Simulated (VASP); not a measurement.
# SiC (P1) in VASP: further runs, part 2 of 2

VASP 6.6.1. Earlier steps stand in the parts before.

### 3 Single point, PBE (atom 1 (Si) moved by (+0.200, +0.000) A along [1 1 0] and z)

INCAR reads:

```
  PREC = Accurate
  ENCUT = 520
  EDIFF = 1E-6
  ISMEAR = 0
  SIGMA = 0.05
  LREAL = False
  LASPH = True
  NELM = 80
  ALGO = Normal
  ISIF = 2
  LWAVE = False
  LCHARG = False
  GGA = PE
  NBANDS = 16
```

KPOINTS reads:

```
regular mesh
0
Gamma
  6 6 4
```

POSCAR reads:

```
SiC
1.0
    3.0759982064      0.0000000000      0.0000000000
   -1.5379991032      2.6638925888      0.0000000000
    0.0000000000      0.0000000000      5.0480000000
Si C
2 2
Direct
    0.4058532112      0.7197549018      0.0000000000
    0.6666666667      0.3333333333      0.5000000000
    0.3333333333      0.6666666667      0.3850000000
    0.6666666667      0.3333333333      0.8850000000
```

Potentials or basis: VASP PAW PBE potentials, release 64 (Si, C).

Launch:

```
cat potpaw_PBE.64/Si/POTCAR potpaw_PBE.64/C/POTCAR > POTCAR
mpirun -np 1 vasp_std > vasp.out
```

OUTCAR:

```text
PREC = Accurate
   ENCUT = 520
   EDIFF = 1E-6
   ISMEAR = 0
   LREAL = False
   LASPH = True
   NELM = 80
   ISIF = 2
   GGA = PE

 ion  position               nearest neighbor table
   1  0.406  0.720  0.000-   4 1.74   4 1.83   3 1.95   4 2.05   2 3.01   2 3.01   2 3.06   2 3.06

   2  0.667  0.333  0.500-   3 1.87   3 1.87   3 1.87   4 1.94   1 3.01   1 3.01   1 3.06   1 3.06

   3  0.333  0.667  0.385-   2 1.87   2 1.87   2 1.87   1 1.95
   4  0.667  0.333  0.885-   1 1.74   1 1.83   2 1.94   1 2.05

  LATTYP: Found a hexagonal cell.
 ALAT       =     3.0759982064
 C/A-ratio  =     1.6410932846

  Lattice vectors:

 A1 = (   3.0759982064,   0.0000000000,   0.0000000000)
 A2 = (  -1.5379991032,   2.6638925888,   0.0000000000)
 A3 = (   0.0000000000,   0.0000000000,   5.0480000000)

Analysis of symmetry for initial positions (statically):
=====================================================================
 Subroutine PRICEL returns:
 Original cell was already a primitive cell.

 Routine SETGRP: Setting up the symmetry group for a
 hexagonal supercell.

 Subroutine GETGRP returns: Found  1 space group operations
 (whereof  1 operations were pure point group operations)
 out of a pool of 24 trial point group operations.

The static configuration has the point symmetry C_1 .

Analysis of symmetry for dynamics (positions and initial velocities):
=====================================================================
 Subroutine PRICEL returns:
 Original cell was already a primitive cell.

 Routine SETGRP: Setting up the symmetry group for a
 hexagonal supercell.

 Subroutine GETGRP returns: Found  1 space group operations
 (whereof  1 operations were pure point group operations)
 out of a pool of 24 trial point group operations.

The dynamic configuration has the point symmetry C_1 .

 Subroutine INISYM returns: Found  1 space group operations
 (whereof  1 operations are pure point group operations),
 and found     1 'primitive' translations

----------------------------------------------------------------------------------------

                                     Primitive cell

  volume of cell :      41.3640

  direct lattice vectors                    reciprocal lattice vectors
     3.075998206  0.000000000  0.000000000     0.325097719  0.187695255  0.000000000
    -1.537999103  2.663892589  0.000000000     0.000000000  0.375390511  0.000000000
     0.000000000  0.000000000  5.048000000     0.000000000  0.000000000  0.198098257

  length of vectors
     3.075998206  3.075998206  5.048000000     0.375390511  0.375390511  0.198098257

  position of ions in fractional coordinates (direct lattice)
     0.405853211  0.719754902  0.000000000
     0.666666667  0.333333333  0.500000000
     0.333333333  0.666666667  0.385000000
     0.666666667  0.333333333  0.885000000

  ion indices of the primitive-cell ions
   primitive index   ion index
                 1           1
                 2           2
                 3           3
                 4           4

----------------------------------------------------------------------------------------
[... 24 lines left out ...]

 Following reciprocal coordinates:
            Coordinates               Weight
  0.000000  0.000000  0.000000      1.000000
  0.166667 -0.000000  0.000000      2.000000
  0.000000  0.166667  0.000000      2.000000
 -0.166667  0.166667  0.000000      2.000000
  0.333333 -0.000000  0.000000      2.000000
  0.000000  0.333333  0.000000      2.000000
[... 16 lines left out ...]
  0.000000  0.166667  0.250000      2.000000
 -0.166667  0.166667  0.250000      2.000000
 [... further k-points ...]
   k-points           NKPTS =     76   k-points in BZ     NKDIM =     76   number of bands    NBANDS=     16
   number of dos      NEDOS =    301   number of ions     NIONS =      4
   total plane-waves  NPLWV =  23040
   dimension x,y,z NGX =    24 NGY =   24 NGZ =   40
   dimension x,y,z NGXF=    48 NGYF=   48 NGZF=   80
   ions per type =               2   2
   NGX,Y,Z   is equivalent  to a cutoff of  12.97, 12.97, 13.17 a.u.
   NGXF,Y,Z  is equivalent  to a cutoff of  25.94, 25.94, 26.35 a.u.
 SYSTEM =  unknown system
   PREC   = accura    normal or accurate (medium, high low for compatibility)
   ISTART =      0    job   : 0-new  1-cont  2-samecut
   ICHARG =      2    charge: 1-file 2-atom 10-const
   ISPIN  =      1    spin polarized calculation?
   LNONCOLLINEAR =      F non collinear calculations
   LSORBIT =      F    spin-orbit coupling
   LASPH  =      T    aspherical Exc in radial PAW
   ENCUT  =  520.0 eV  38.22 Ry    6.18 a.u.   5.72  5.72  9.39*2*pi/ulx,y,z
   NELM   =     80;   NELMIN=  2; NELMDL= -5     # of ELM steps
   EDIFF  = 0.1E-05   stopping-criterion for ELM
   LREAL  =      F    real-space projection
   EDIFFG = 0.1E-04   stopping-criterion for IOM
   NSW    =      0    number of steps for IOM
   IBRION =     -1    ionic relax: 0-MD 1-quasi-New 2-CG
   NFREE  =      0    steps in history (QN), initial steepest desc. (CG)
   ISIF   =      2    stress and relaxation
   ISYM   =      2    0-nonsym 1-usesym 2-fastsym
   POTIM  = 0.5000    time-step for ionic-motion
   TEBEG  =    0.0;   TEEND  =   0.0 temperature during run
   PSTRESS=    0.0 pullay stress
   NELECT =      16.0000    total number of electrons
   NUPDOWN=      -1.0000    fix difference up-down
   EMIN   =  10.00;   EMAX   =-10.00  energy-range for DOS
   EFERMI =   0.00;   METHOD = LEGACY
   ISMEAR =     0;   SIGMA  =   0.05  broadening in eV -4-tet -1-fermi 0-gaus
   EFERMI_NEDOS =   21; number of points for ismear=-14 and -15
   IALGO  =     38    algorithm
   IMIX   =      4    mixing-type and parameters
     AMIX     =   0.40;   BMIX     =  1.00
     AMIX_MAG =   1.60;   BMIX_MAG =  1.00
  volume/ion in A,a.u.               =      10.34        69.78
  Fermi-wavevector in a.u.,A,eV,Ry     =   1.192818  2.254099 19.358564  1.422814
  Thomas-Fermi vector in A             =   2.328847
   LORBIT       =      0    0 simple, 1 ext, 2 COOP (PROOUT), +10 PAW based schemes
   GGA     = PE    functional components
   LHFCALC =     F    Hartree Fock is set to
   AEXX    =    0.0000 exact exchange contribution
   IVDW    =     0    specifies the selected vdW correction
   LEPSILON=     F    determine dielectric tensor
   LRPA    =     F    only Hartree local field effects (RPA)
 non-spin polarized calculation
 Gauss-broadening in eV      SIGMA  =   0.05
  energy-cutoff  :      520.00
  volume of cell :       41.36
 maximum number of plane-waves:      1132
   NGX = 11   NGY = 11   NGZ = 19

 number of electron      16.0000000 magnetization

 Free energy of the ion-electron system (eV)
  ---------------------------------------------------
  ext. energy  EPLUGINS =         0.00000000
  ---------------------------------------------------
  free energy    TOTEN  =       -29.67246125 eV

  energy without entropy =      -29.67246125  energy(sigma->0) =      -29.67246125

 E-fermi :   8.9674     XC(G=0): -11.3486

 val. band max:        8.7392598312   @ k =   0.0000   0.0000   0.0000
 cond. band min:      10.6796520582   @ k =   0.3333   0.3333   0.0000
 fundamental gap:      1.9403922270
 Fermi energy:         8.9673773002

 k-point     1 :       0.0000    0.0000    0.0000
  band No.  band energies     occupation
      1      -7.3305      2.00000
      2      -3.8422      2.00000
      3      -0.2868      2.00000
      4       6.3300      2.00000
      5       7.1671      2.00000
      6       7.8078      2.00000
[... 433 lines left out ...]
      3       1.5363      2.00000
      4       4.7418      2.00000
      5       5.7252      2.00000
      6       6.5417      2.00000
[... 8 lines left out ...]
     15      17.8517      0.00000
     16      18.8579      0.00000

 [... further k-points ...]

------------------------ aborting loop because EDIFF is reached ----------------------------------------

  FORCE on cell =-STRESS in cart. coord.  units (eV):
  Direction    XX          YY          ZZ          XY          YZ          ZX
  --------------------------------------------------------------------------------------
  -------------------------------------------------------------------------------------
  Total        0.7929721      3.5837736      0.2673084     -1.0327403     -0.8608745     -0.2325869
  in kB       30.7147042    138.8126383     10.3538319    -40.0018034    -33.3448149     -9.0089382
  external PRESSURE =      59.9603915 kB  Pullay stress =       0.0000000 kB

 VOLUME and BASIS-vectors are now :
 -----------------------------------------------------------------------------
  energy-cutoff  :      520.00
  volume of cell :       41.36
      direct lattice vectors                 reciprocal lattice vectors
     3.075998206  0.000000000  0.000000000     0.325097719  0.187695255  0.000000000
    -1.537999103  2.663892589  0.000000000     0.000000000  0.375390511  0.000000000
     0.000000000  0.000000000  5.048000000     0.000000000  0.000000000  0.198098257

 POSITION                                       TOTAL-FORCE (eV/Angst)
 -----------------------------------------------------------------------------------
      0.14142      1.91735      0.00000        -1.944323     -3.172568      1.342276
      1.53800      0.88796      2.52400         0.066384      0.078510      0.781848
     -0.00000      1.77593      1.94348         0.314075      0.309583     -0.799928
      1.53800      0.88796      4.46748         1.563864      2.784475     -1.324195
 -----------------------------------------------------------------------------------
    total drift:                                0.000051     -0.000025     -0.000182

  FREE ENERGIE OF THE ION-ELECTRON SYSTEM (eV)
  ---------------------------------------------------
  free  energy   TOTEN  =       -29.6724612468 eV

  energy  without entropy=      -29.6724612468  energy(sigma->0) =      -29.67246125
```

OSZICAR:

```text
N       E                     dE             d eps       ncg     rms          rms(c)
DAV:   1     0.245338999099E+02    0.24534E+02   -0.70999E+03  2432   0.894E+02
DAV:   2    -0.311103846092E+02   -0.55644E+02   -0.50900E+02  3472   0.157E+02
DAV:   3    -0.335410133145E+02   -0.24306E+01   -0.24213E+01  3152   0.301E+01
DAV:   4    -0.335586759343E+02   -0.17663E-01   -0.17660E-01  3048   0.317E+00
DAV:   5    -0.335588480469E+02   -0.17211E-03   -0.17211E-03  3184   0.294E-01    0.128E+01
DAV:   6    -0.297674363231E+02    0.37914E+01   -0.67262E+00  3112   0.160E+01    0.571E+00
DAV:   7    -0.296913213470E+02    0.76115E-01   -0.11491E+00  3488   0.632E+00    0.252E+00
DAV:   8    -0.296736885279E+02    0.17633E-01   -0.49561E-02  2696   0.143E+00    0.649E-01
DAV:   9    -0.296721169772E+02    0.15716E-02   -0.78526E-03  3288   0.606E-01    0.128E-01
DAV:  10    -0.296724285168E+02   -0.31154E-03   -0.10399E-03  2808   0.192E-01    0.592E-02
DAV:  11    -0.296724610357E+02   -0.32519E-04   -0.73022E-05  3064   0.624E-02    0.159E-02
DAV:  12    -0.296724612468E+02   -0.21115E-06   -0.67519E-06  3176   0.176E-02
   1 F= -.29672461E+02 E0= -.29672461E+02  d E =-.178722E-12
```

Run time: 41 s. Hardware: 1 thread of AMD EPYC 7R43 (Zen 3), shared host; peak memory 0.14 GiB.

Results:

| Quantity | Value |
| --- | --- |
| Free energy | -29.6725 eV |
| Pressure | 6.0 GPa |
| Largest force | 3.956 eV/Å |
| Band gap on the k mesh | 1.94 eV, indirect (least direct gap 3.77 eV) |

Forces in eV/Å, atoms in the order of the input:
```
Si  -1.944 -3.173  1.342
Si   0.066  0.079  0.782
C    0.314  0.310 -0.800
C    1.564  2.784 -1.324
```

Stress tensor (GPa, compression positive):
```
 3.07 -4.00 -0.90
-4.00 13.88 -3.33
-0.90 -3.33  1.04
```

Caveat: the cell differs from its parent crystal (atom 1 (Si) moved by (+0.200, +0.000) A along [1 1 0] and z); forces of over 1 eV/Å act on the atoms, so gaps and moduli don't describe the material at rest. A k mesh can miss the band edges.

### 4 Single point, PBE (atom 1 (Si) moved by (-0.200, -0.100) A along [1 1 0] and z)

INCAR reads:

```
ALGO     = Normal         # electronic algorithm
EDIFF    = 1E-7           # SCF threshold, eV
ENCUT    = 520            # plane-wave cutoff, eV
GGA      = PE             # functional
ISIF     = 2              # what is computed and relaxed
ISMEAR   = 0              # smearing method
LASPH    = True           # aspherical terms in the spheres
LCHARG   = False          # write CHGCAR
LREAL    = False          # projectors in reciprocal space
LWAVE    = False          # write WAVECAR
NBANDS   = 16             # bands
NELM     = 100            # most SCF steps
PREC     = Accurate       # precision mode
SIGMA    = 0.05           # smearing width, eV
```

KPOINTS reads:

```
k-points
0
Gamma
  6 6 4
```

Changes to POSCAR since step 3:

```diff
@@ -8,3 +8,3 @@
 Direct
-    0.4058532112      0.7197549018      0.0000000000
+    0.2608134554      0.6135784315     -0.0198098257
     0.6666666667      0.3333333333      0.5000000000
```

Launch:

```
cat potpaw_PBE.64/Si/POTCAR potpaw_PBE.64/C/POTCAR > POTCAR
mpirun -np 1 vasp_std > vasp.out
```

Run time: 39 s. Hardware: 1 thread of AMD EPYC 7R43 (Zen 3), shared host; peak memory 0.14 GiB.

The run converged. Its results:

```yaml
Free_energy: -29.2981 eV
Pressure: 8.4 GPa
Largest_force: 7.244 eV/Å
Band_gap_on_the_k_mesh: 1.98 eV, indirect (least direct gap 3.83 eV)
```

Forces on the atoms (eV/Å):
```
Si   5.177  3.695  3.467
Si  -0.079 -0.071 -0.103
C   -0.284 -0.293 -1.097
C   -4.814 -3.331 -2.268
```

Stress tensor (GPa, compression positive):
```
20.38  9.23  5.84
 9.23  5.26  3.34
 5.84  3.34 -0.28
```

Levels at points of the mesh, in eV from the valence-band top:
| k point | band 6 | band 7 | band 8 | band 9 | band 10 | band 11 |
| --- | --- | --- | --- | --- | --- | --- |
| (0.00, 0.00, 0.00) | -0.79 | -0.37 | 0.00 | 4.11 | 5.64 | 5.71 |
| (0.50, 0.00, 0.00) | -3.74 | -3.71 | -1.66 | 2.41 | 4.13 | 6.55 |
| (0.00, 0.50, 0.00) | -4.17 | -3.13 | -1.97 | 1.98 | 3.85 | 6.26 |
| (0.50, 0.50, 0.00) | -3.94 | -3.27 | -1.85 | 1.98 | 3.85 | 6.23 |
| (0.00, 0.00, 0.50) | -1.06 | -1.00 | -0.89 | 4.96 | 5.56 | 5.89 |
| (0.50, 0.00, 0.50) | -2.72 | -2.67 | -2.15 | 2.57 | 2.83 | 4.48 |
| (0.00, 0.50, 0.50) | -2.84 | -2.68 | -2.21 | 2.73 | 2.98 | 4.50 |
| (0.50, 0.50, 0.50) | -2.84 | -2.63 | -2.14 | 2.63 | 2.92 | 4.47 |

Caveat: the cell differs from its parent crystal (atom 1 (Si) moved by (-0.200, -0.100) A along [1 1 0] and z); forces of over 1 eV/Å act on the atoms, so gaps and moduli don't describe the material at rest. A k mesh can miss the band edges.

### 5 Single point, PBE (atom 1 (Si) moved by (-0.200, +0.100) A along [1 1 0] and z)

INCAR reads:

```
ALGO     = Normal         # electronic algorithm
EDIFF    = 1E-6           # SCF threshold, eV
ENCUT    = 520            # plane-wave cutoff, eV
GGA      = PE             # functional
ISIF     = 2              # what is computed and relaxed
ISMEAR   = 0              # smearing method
LASPH    = T              # aspherical terms in the spheres
LCHARG   = T              # write CHGCAR
LELF     = T              # ELF
LREAL    = F              # projectors in reciprocal space
LVHAR    = T            
LWAVE    = F              # write WAVECAR
NBANDS   = 16             # bands
NELM     = 60             # most SCF steps
PREC     = Accurate       # precision mode
SIGMA    = 0.05           # smearing width, eV
```

KPOINTS is that of step 4.

Changes to POSCAR since step 4:

```diff
@@ -8,3 +8,3 @@
 Direct
-    0.2608134554      0.6135784315     -0.0198098257
+    0.2608134554      0.6135784315      0.0198098257
     0.6666666667      0.3333333333      0.5000000000
```

Launch:

```
cat potpaw_PBE.64/Si/POTCAR potpaw_PBE.64/C/POTCAR > POTCAR
mpirun -np 1 vasp_std > vasp.out
```

It took 43 s on 1 thread of AMD EPYC 7R43 (Zen 3), shared host; peak memory 0.14 GiB.

The run converged. Its results:

* Free energy: -29.5830 eV
* Pressure: 6.4 GPa
* Largest force: 4.691 eV/Å
* Band gap on the k mesh: 1.52 eV, indirect (least direct gap 3.58 eV)

Forces in eV/Å, atoms in the order of the input:
```
Si   3.684  2.662 -1.159
Si  -0.112 -0.093  1.706
C   -0.283 -0.283  0.056
C   -3.289 -2.286 -0.602
```

Stress tensor (GPa, compression positive):
```
10.99  5.15  5.63
 5.15  3.05  3.35
 5.63  3.35  5.18
```

Levels at points of the mesh, in eV from the valence-band top:
```csv
k point,band 6,band 7,band 8,band 9,band 10,band 11
"(0.00, 0.00, 0.00)",-1.27,-0.66,0.00,3.89,5.44,5.63
"(0.50, 0.00, 0.00)",-4.26,-4.02,-1.49,2.15,3.61,6.38
"(0.00, 0.50, 0.00)",-4.17,-3.83,-1.99,1.83,3.35,5.93
"(0.50, 0.50, 0.00)",-4.08,-3.95,-1.76,1.81,3.36,5.95
"(0.00, 0.00, 0.50)",-1.83,-1.61,-0.27,4.69,5.39,5.99
"(0.50, 0.00, 0.50)",-3.16,-2.85,-2.33,2.24,2.47,4.52
"(0.00, 0.50, 0.50)",-3.48,-2.88,-2.70,2.44,2.66,4.22
"(0.50, 0.50, 0.50)",-3.43,-2.87,-2.40,2.39,2.56,4.30
```

Caveat: the cell differs from its parent crystal (atom 1 (Si) moved by (-0.200, +0.100) A along [1 1 0] and z); forces of over 1 eV/Å act on the atoms, so gaps and moduli don't describe the material at rest.
